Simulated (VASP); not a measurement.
## ZnCd2Te2: relaxation of the atoms with PBE

ZnCd2Te2, a slab with vacuum:

```xyz
5
Lattice="4.6795 0.0000 0.0000 -2.3397 4.0525 0.0000 0.0000 0.0000 20.0807" Properties=species:S:1:pos:R:3 pbc="T T T"
Te    0.0000    0.0000    4.0000
Te    0.0000    2.7017    8.1068
Cd    0.0000    2.7017    4.9552
Cd    2.3397    1.3508    8.5807
Zn    4.6795    2.7017   11.5207
```

```json
{
  "Program": "VASP 6.6.1",
  "Task": "relaxation of the atoms",
  "Functional": "PBE",
  "Potentials or basis": "VASP PAW PBE potentials, release 64 (Te, Cd, Zn)",
  "Cutoff": "520 eV",
  "k mesh": "6 × 6 × 1",
  "Occupations": "gaussian, width 0.05 eV",
  "Spin": "no spin polarisation",
  "Dipole correction": "yes",
  "Atoms held fixed (from 0)": "[0, 1, 2, 3]",
  "Further INCAR settings": "ALGO = Normal; EDIFF = 1e-06; IBRION = 2; EDIFFG = -0.025; NSW = 36",
  "Atoms held along some axes (from 0)": "atom 4 along a and b"
}
```

```yaml
Energy_gained_by_relaxing: 15.2 meV/atom
Ionic_steps: 6
Band_gap_on_the_k_mesh: zero (filled and empty bands touch)
```

The path:
```
step  energy change (eV)  largest force on free atoms (eV/Å)  pressure (GPa)
   1              0.0000                              0.2863            0.18
   2             -0.0039                              0.2755            0.18
   3             -0.0147                              0.2456            0.16
   4             -0.0326                              0.1885            0.13
   5             -0.0569                              0.1091            0.09
   6             -0.0762                              0.0218            0.04
```

Final structure:
```cif
data_structure
_symmetry_space_group_name_H-M 'P 1'
_symmetry_Int_Tables_number 1
_cell_length_a 4.6795
_cell_length_b 4.6795
_cell_length_c 20.0807
_cell_angle_alpha 90.000
_cell_angle_beta 90.000
_cell_angle_gamma 120.000
_cell_volume 380.80
loop_
_atom_site_label
_atom_site_type_symbol
_atom_site_fract_x
_atom_site_fract_y
_atom_site_fract_z
_atom_site_occupancy
Te1 Te 0.00000 0.00000 0.19920 1
Te2 Te 0.33333 0.66667 0.40371 1
Cd1 Cd 0.33333 0.66667 0.24676 1
Cd2 Cd 0.66667 0.33333 0.42731 1
Zn1 Zn 0.33333 0.66667 0.60536 1
```

Levels at points of the mesh, in eV from the Fermi level:
```tsv
k point	band 20	band 21	band 22	band 23	band 24	band 25	band 26	band 27	band 28
(0.00, 0.00, 0.00)	-1.88	-1.88	-1.45	-0.31	0.00	0.00	1.36	1.91	3.55
(0.50, 0.00, 0.00)	-2.98	-2.63	-1.94	-0.88	-0.73	0.60	1.09	2.12	2.39
```

It took 3.8 min on 1 thread of Intel(R) Xeon(R) 6975P-C (Granite Rapids) (shared host), peak memory 0.53 GiB.

Caveat: spin-orbit coupling is left out, which moves the levels of the heavy elements.
